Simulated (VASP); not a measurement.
## Lu: single point with BLYP

Lu:

```
Lu
1.0
     3.35366    0.00000    0.00000
    -1.67683    2.90436    0.00000
     0.00000    0.00000   10.73983
Lu
4
Direct
  0.00000 0.00000 0.00000
  0.00000 0.00000 0.50000
  0.33333 0.66667 0.25000
  0.66667 0.33333 0.75000
```

```
Program             : VASP 6.6.1
Task                : single point
Functional          : BLYP
Potentials or basis : VASP PAW PBE potentials, release 64 (Lu)
Cutoff              : 520 eV
k mesh              : 12 × 12 × 4
Occupations         : fermi-dirac, width 0.1 eV
Spin                : no spin polarisation
```

The pressure is 6.8 GPa. The band gap on the k mesh is zero (bands 50 and 51 overlap by 1.52 eV).

Stress tensor (GPa, compression positive):
```
6.61 0.00 0.00
0.00 6.61 0.00
0.00 0.00 7.09
```

Levels at points of the mesh, in eV from the Fermi level:
| k point | band 48 | band 49 | band 50 | band 51 | band 52 | band 53 |
| --- | --- | --- | --- | --- | --- | --- |
| (0.00, 0.00, 0.00) | -2.68 | 1.00 | 1.02 | 1.06 | 1.95 | 1.95 |
| (0.50, 0.00, 0.00) | -1.68 | -0.70 | -0.59 | -0.35 | 0.54 | 0.94 |
| (0.00, 0.00, 0.50) | -3.12 | 0.75 | 0.75 | 1.89 | 1.89 | 2.11 |
| (0.50, 0.00, 0.50) | -1.97 | -0.82 | -0.82 | 0.35 | 0.35 | 1.59 |

Wall time 6.8 min on 1 thread of Intel(R) Xeon(R) Platinum 8259CL CPU @ 2.50GHz (Skylake/Cascade Lake), with other jobs on the host, peak memory 0.41 GiB.

Caveat: the cell stands under pressure; the PAW data sets were made with another functional, which shifts forces and pressure a little; spin-orbit coupling is left out, which moves the levels of the heavy elements.
